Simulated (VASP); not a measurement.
# GaC18 in VASP: further runs

The runs below take GaC18 through single point, with PBEsol.

Program: VASP 6.6.1. These are calculated values, not measurements. Logs are shortened: lines on timing, memory, paths and dates and some standing lists are left out, and cuts for length are marked.

## 1. The cell of the first run

The cell holds a slab with vacuum, 19 atoms: a = 7.398 Å, b = 7.398 Å, c = 12.000 Å, α = 90.00°, β = 90.00°, γ = 120.00°.

## 2. Single point, PBEsol, collinear spin, zero start

INCAR reads:

```
ALGO = Normal ; EDIFF = 1E-6
ENCUT = 520 ; GGA = PS
ISIF = 2 ; ISMEAR = 0
ISPIN = 2 ; LASPH = True
LCHARG = True ; LELF = True
LORBIT = 11 ; LREAL = Auto
LVHAR = True ; LWAVE = False
MAGMOM = 0 0 0 0 0 0 0 0 0 0 0 0 0 0 0 0 0 0 0 ; NBANDS = 62
NELM = 150 ; PREC = Accurate
SIGMA = 0.05
```

KPOINTS reads:

```
k-points
0
Gamma
  2 2 1
```

POSCAR reads:

```
GaC18
1.0
    7.3980000000      0.0000000000      0.0000000000
   -3.6990000000      6.4068560000      0.0000000000
    0.0000000000      0.0000000000     12.0000000000
C Ga
18 1
Direct
   -0.0009286742      0.0005673610      0.0805716667
    0.2226410589      0.1123440265      0.0806032500
   -0.0002519480      0.3332252200      0.0805083333
    0.2219462959      0.4443243301      0.0805111667
   -0.0009278804      0.6652061479      0.0805759167
    0.2226402729      0.7769985778      0.0806075000
    0.3344166446      0.0005586203      0.0806212500
    0.5563242627      0.1115133538      0.0806675000
    0.3335871526      0.3342556786      0.0806580000
    0.5552973158      0.4443240179      0.0805092500
    0.3335867750      0.6660343232      0.0806602500
    0.5552974161      0.7776756649      0.0805095000
    0.6663961778     -0.0001262710      0.0805106667
    0.8881029311      0.1115175681      0.0806415000
    0.6663962364      0.3332247517      0.0805108333
    0.8881032473      0.4432884085      0.0806436667
    0.6653575795      0.6660301090      0.0806345000
    0.8872792626      0.7769899932      0.0805580000
    0.1100134109      0.8884142238      0.2569967500
```

Potentials or basis: VASP PAW PBE potentials, release 64 (C, Ga_d).

Started as:

```console
> cat potpaw_PBE.64/C/POTCAR potpaw_PBE.64/Ga_d/POTCAR > POTCAR
> mpirun -np 1 vasp_std > vasp.out
```

OUTCAR:

```text
EDIFF = 1E-6
   ENCUT = 520
   GGA = PS
   ISIF = 2
   ISMEAR = 0
   ISPIN = 2
   LASPH = True
   LORBIT = 11
   LREAL = Auto
   NELM = 150
   PREC = Accurate

 ion  position               nearest neighbor table
   1  0.999  0.001  0.081-  14 1.42   2 1.43  18 1.43
   2  0.223  0.112  0.081-   9 1.42   7 1.43   1 1.43
   3  1.000  0.333  0.081-  14 1.42  16 1.42   4 1.42
   4  0.222  0.444  0.081-   9 1.42  11 1.42   3 1.42
   5  0.999  0.665  0.081-  16 1.42   6 1.43  18 1.43
   6  0.223  0.777  0.081-  11 1.42   7 1.43   5 1.43
[... 10 lines left out ...]
  17  0.665  0.666  0.081-  12 1.42  10 1.42  18 1.42
  18  0.887  0.777  0.081-  17 1.42   5 1.43   1 1.43
  19  0.110  0.888  0.257-

  LATTYP: Found a hexagonal cell.
 ALAT       =     7.3980000000
 C/A-ratio  =     1.6220600162

  Lattice vectors:

 A1 = (   7.3980000000,   0.0000000000,   0.0000000000)
 A2 = (  -3.6990000000,   6.4068560000,   0.0000000000)
 A3 = (   0.0000000000,   0.0000000000,  12.0000000000)

Analysis of symmetry for initial positions (statically):
=====================================================================
 Subroutine PRICEL returns:
 Original cell was already a primitive cell.

 Routine SETGRP: Setting up the symmetry group for a
 hexagonal supercell.

 Subroutine GETGRP returns: Found  1 space group operations
 (whereof  1 operations were pure point group operations)
 out of a pool of 24 trial point group operations.

The static configuration has the point symmetry C_1 .

Analysis of symmetry for dynamics (positions and initial velocities):
=====================================================================
 Subroutine PRICEL returns:
 Original cell was already a primitive cell.

 Routine SETGRP: Setting up the symmetry group for a
 hexagonal supercell.

 Subroutine GETGRP returns: Found  1 space group operations
 (whereof  1 operations were pure point group operations)
 out of a pool of 24 trial point group operations.

The dynamic configuration has the point symmetry C_1 .

Analysis of structural, dynamic, and magnetic symmetry:
=====================================================================
 Subroutine PRICEL returns:
 Original cell was already a primitive cell.

 Routine SETGRP: Setting up the symmetry group for a
 hexagonal supercell.

 Subroutine GETGRP returns: Found  1 space group operations
 (whereof  1 operations were pure point group operations)
 out of a pool of 24 trial point group operations.
[... 158 lines left out ...]
  ---------------------------------------------------
  ext. energy  EPLUGINS =         0.00000000
  ---------------------------------------------------
  free energy    TOTEN  =      -175.22076738 eV

  energy without entropy =     -175.22076738  energy(sigma->0) =     -175.22076738

 E-fermi :  -0.9524     XC(G=0):  -4.0987

 val. band max:       -1.2514409687   @ k =   0.0000   0.0000   0.0000
 cond. band min:       0.2191489405   @ k =   0.5000   0.0000   0.0000
 fundamental gap:      1.4705899092
 Fermi energy:        -0.9523773672

 spin component 1

 k-point     1 :       0.0000    0.0000    0.0000
  band No.  band energies     occupation
      1     -20.7163      1.00000
      2     -18.3555      1.00000
      3     -18.1873      1.00000
      4     -18.1873      1.00000
      5     -17.9665      1.00000
      6     -17.9664      1.00000
[... 217 lines left out ...]
     53       3.9593      0.00000
     54       3.9716      0.00000
 Fermi energy:        -0.9523773672

 spin component 2

 k-point     1 :       0.0000    0.0000    0.0000
  band No.  band energies     occupation
      1     -20.7163      1.00000
      2     -18.3555      1.00000
      3     -18.1873      1.00000
      4     -18.1873      1.00000
      5     -17.9665      1.00000
      6     -17.9664      1.00000
[... 217 lines left out ...]
     53       3.9594      0.00000
     54       3.9716      0.00000
 [bands above 54 left out]

------------------------ aborting loop because EDIFF is reached ----------------------------------------

  FORCE on cell =-STRESS in cart. coord.  units (eV):
  Direction    XX          YY          ZZ          XY          YZ          ZX
  --------------------------------------------------------------------------------------
  -------------------------------------------------------------------------------------
  Total        1.6473292      1.6424946     -0.0823691      0.0050142      0.0009520      0.0042456
  in kB        4.6403470      4.6267283     -0.2320248      0.0141245      0.0026816      0.0119593
  external PRESSURE =       3.0116835 kB  Pullay stress =       0.0000000 kB

 VOLUME and BASIS-vectors are now :
 -----------------------------------------------------------------------------
  energy-cutoff  :      520.00
  volume of cell :      568.78
      direct lattice vectors                 reciprocal lattice vectors
     7.398000000  0.000000000  0.000000000     0.135171668  0.078041398  0.000000000
    -3.699000000  6.406856000  0.000000000     0.000000000  0.156082796  0.000000000
     0.000000000  0.000000000 12.000000000     0.000000000  0.000000000  0.083333333

 POSITION                                       TOTAL-FORCE (eV/Angst)
 -----------------------------------------------------------------------------------
      7.38903      0.00364      0.96686        -0.007996      0.002479      0.000733
      1.23154      0.71977      0.96724        -0.005152      0.005719     -0.002339
      6.16354      2.13493      0.96610         0.006682      0.001650     -0.002295
     -0.00160      2.84672      0.96613         0.000475      0.010214      0.005477
      4.93054      4.26188      0.96691         0.001185     -0.004915     -0.003680
     -1.22703      4.97812      0.96729         0.010879     -0.007339     -0.001196
[... 11 lines left out ...]
      3.69001      4.97806      0.96670        -0.007310     -0.000559     -0.002772
     -2.47236      5.69194      3.08396         0.003327      0.001873      0.025570
 -----------------------------------------------------------------------------------
    total drift:                                0.007014     -0.015630      0.059988

  FREE ENERGIE OF THE ION-ELECTRON SYSTEM (eV)
  ---------------------------------------------------
  free  energy   TOTEN  =      -175.2207673771 eV

  energy  without entropy=     -175.2207673771  energy(sigma->0) =     -175.22076738

 total charge

# of ion       s       p       d       tot
------------------------------------------
    1        0.856   1.782   0.000   2.638
    2        0.856   1.782   0.000   2.638
    3        0.857   1.790   0.000   2.647
    4        0.857   1.790   0.000   2.647
    5        0.856   1.782   0.000   2.638
    6        0.856   1.782   0.000   2.638
[... 11 lines left out ...]
   18        0.856   1.782   0.000   2.638
   19        1.221   0.264   9.951  11.437
--------------------------------------------------
tot         16.635  32.477   9.951  59.063

 magnetization (x)

# of ion       s       p       d       tot
------------------------------------------
    1       -0.000  -0.000   0.000  -0.000
    2        0.000   0.000   0.000   0.000
    3        0.000  -0.000   0.000   0.000
    4        0.000   0.000   0.000   0.000
    5        0.000   0.000   0.000   0.000
    6        0.000  -0.000   0.000   0.000
[... 11 lines left out ...]
   18        0.000   0.000   0.000   0.000
   19       -0.000  -0.000  -0.000  -0.000
--------------------------------------------------
tot          0.000  -0.000  -0.000   0.000
```

OSZICAR:

```text
N       E                     dE             d eps       ncg     rms          rms(c)
DAV:   1     0.712886980239E+03    0.71289E+03   -0.34376E+04  1000   0.115E+03
[... 17 lines left out ...]
DAV:  19    -0.175220682241E+03   -0.64952E-04   -0.91642E-06   960   0.799E-03    0.242E-03
DAV:  20    -0.175220724859E+03   -0.42618E-04   -0.43986E-06   882   0.495E-03    0.145E-03
DAV:  21    -0.175220749687E+03   -0.24828E-04   -0.28061E-06   852   0.392E-03    0.999E-04
DAV:  22    -0.175220758766E+03   -0.90791E-05   -0.55078E-07   896   0.201E-03    0.783E-04
DAV:  23    -0.175220765859E+03   -0.70934E-05   -0.53507E-07   778   0.159E-03    0.376E-04
DAV:  24    -0.175220767269E+03   -0.14099E-05   -0.11214E-07   784   0.103E-03    0.237E-04
DAV:  25    -0.175220767377E+03   -0.10805E-06   -0.14946E-08   824   0.478E-04
   1 F= -.17522077E+03 E0= -.17522077E+03  d E =-.409309E-17  mag=    -0.0000
```

Run time: 8.9 min. Hardware: 1 thread of Intel Xeon Platinum 8559C (Emerald Rapids), shared host; peak memory 0.87 GiB.

What came out:

- Free energy: -175.2208 eV
- Largest force: 0.026 eV/Å
- Net moment: 0.00 μB per cell
- Valence electrons inside the program's atomic spheres: C 2.64, 2.65 (each value once); Ga 11.44

Forces on the atoms (eV/Å):
```
C   -0.008  0.002  0.001
C   -0.005  0.006 -0.002
C    0.007  0.002 -0.002
C    0.000  0.010  0.005
C    0.001 -0.005 -0.004
C    0.011 -0.007 -0.001
C    0.004 -0.001 -0.003
C    0.001 -0.003 -0.003
C   -0.002  0.002 -0.001
C    0.001 -0.001  0.003
C    0.004 -0.001 -0.003
C   -0.007 -0.001  0.005
C    0.002 -0.006 -0.003
C    0.001  0.001 -0.004
C   -0.006  0.000 -0.007
C    0.004  0.001 -0.002
C   -0.004  0.000 -0.001
C   -0.007 -0.001 -0.003
Ga   0.003  0.002  0.026
```

Caveat: the k points lie up to 0.49 Å⁻¹ apart; there is no dipole correction, which matters where the two faces differ; no moment was typed at the start, so none could form; the PAW data sets were made with another functional, which shifts forces and pressure a little.

## 3. Single point, PBEsol, collinear spin

INCAR reads:

```
ALGO = Normal
EDIFF = 1E-6
ENCUT = 520
GGA = PS
ISIF = 2
ISMEAR = 0
ISPIN = 2
LASPH = T
LCHARG = T
LELF = T
LORBIT = 11
LREAL = Auto
LVHAR = T
LWAVE = F
MAGMOM = 0 0 0 0 0 0 0 0 0 0 0 0 0 0 0 0 0 0 1
NBANDS = 62
NELM = 150
PREC = Accurate
SIGMA = 0.05
```

KPOINTS is that of step 2.

POSCAR reads:

```
GaC18
1.0
    7.3980000000      0.0000000000      0.0000000000
   -3.6990000000      6.4068560000      0.0000000000
    0.0000000000      0.0000000000     12.0000000000
C Ga
18 1
Direct
   -0.0002520031     -0.0001081708      0.0805082992
    0.2219462475      0.1109909925      0.0805111452
   -0.0009279233      0.3318728496      0.0805758930
    0.2226402896      0.4436651844      0.0806075219
   -0.0009286431      0.6672340167      0.0805716285
    0.2226410348      0.7790106962      0.0806032568
    0.3335871371      0.0009223831      0.0806580119
    0.5552973999      0.1109907353      0.0805092293
    0.3335867747      0.3327009348      0.0806602649
    0.5552973785      0.4443423583      0.0805094742
    0.3344166128      0.6672253425      0.0806212485
    0.5563242611      0.7781799818      0.0806675395
    0.6663962317     -0.0001085079      0.0805108275
    0.8881032893      0.1099550545      0.0806437018
    0.6653575966      0.3326967084      0.0806344610
    0.8872793553      0.4436567282      0.0805579844
    0.6663962208      0.6665403789      0.0805106862
    0.8881029242      0.7781842991      0.0806414833
    0.1100134156      0.5550808344      0.2569967428
```

Potentials or basis: VASP PAW PBE potentials, release 64 (C, Ga_d).

Started as:

```console
> cat potpaw_PBE.64/C/POTCAR potpaw_PBE.64/Ga_d/POTCAR > POTCAR
> mpirun -np 1 vasp_std > vasp.out
```

It took 9.2 min on 1 thread of Intel Xeon Platinum 8559C (Emerald Rapids), shared host; peak memory 0.88 GiB.

Results (log left out):

- Free energy: -175.2205 eV
- Largest force: 0.026 eV/Å
- Net moment: 0.00 μB per cell
- Valence electrons inside the program's atomic spheres: C 2.65, 2.64 (each value once); Ga 11.44

Forces on the atoms (eV/Å):
```
C   -0.001  0.000  0.009
C   -0.005 -0.005  0.001
C    0.006  0.000 -0.007
C    0.003  0.002 -0.002
C    0.003  0.005 -0.006
C    0.003  0.002 -0.002
C   -0.002 -0.004 -0.002
C    0.000 -0.004  0.003
C   -0.005  0.001 -0.002
C   -0.002  0.001  0.004
C    0.005  0.003 -0.007
C   -0.008 -0.006  0.003
C   -0.001 -0.004 -0.003
C    0.005  0.000 -0.001
C    0.004  0.003 -0.005
C   -0.005 -0.003 -0.005
C   -0.003  0.001 -0.003
C    0.002  0.005 -0.001
Ga   0.003  0.001  0.026
```

Levels at points of the mesh, in eV from the Fermi level:
Spin up:
```tsv
k point	band 39	band 40	band 41	band 42	band 43	band 44	band 45	band 46
(0.00, 0.00, 0.00)	-3.19	-3.19	-0.51	-0.51	-0.31	-0.31	2.11	2.11
(0.50, 0.00, 0.00)	-3.16	-2.91	-2.74	-2.60	1.16	1.62	1.63	1.82
(0.00, 0.50, 0.00)	-3.16	-2.91	-2.74	-2.60	1.16	1.62	1.63	1.82
(0.50, 0.50, 0.00)	-3.16	-2.91	-2.74	-2.60	1.16	1.62	1.63	1.82
```
Spin down:
| k point | band 39 | band 40 | band 41 | band 42 | band 43 | band 44 | band 45 | band 46 |
| --- | --- | --- | --- | --- | --- | --- | --- | --- |
| (0.00, 0.00, 0.00) | -3.19 | -3.19 | -0.51 | -0.51 | -0.31 | -0.31 | 2.11 | 2.11 |
| (0.50, 0.00, 0.00) | -3.16 | -2.91 | -2.74 | -2.60 | 1.16 | 1.62 | 1.63 | 1.82 |
| (0.00, 0.50, 0.00) | -3.16 | -2.91 | -2.74 | -2.60 | 1.16 | 1.62 | 1.63 | 1.82 |
| (0.50, 0.50, 0.00) | -3.16 | -2.91 | -2.74 | -2.60 | 1.16 | 1.62 | 1.63 | 1.82 |

Caveat: the k points lie up to 0.49 Å⁻¹ apart; there is no dipole correction, which matters where the two faces differ; the PAW data sets were made with another functional, which shifts forces and pressure a little.
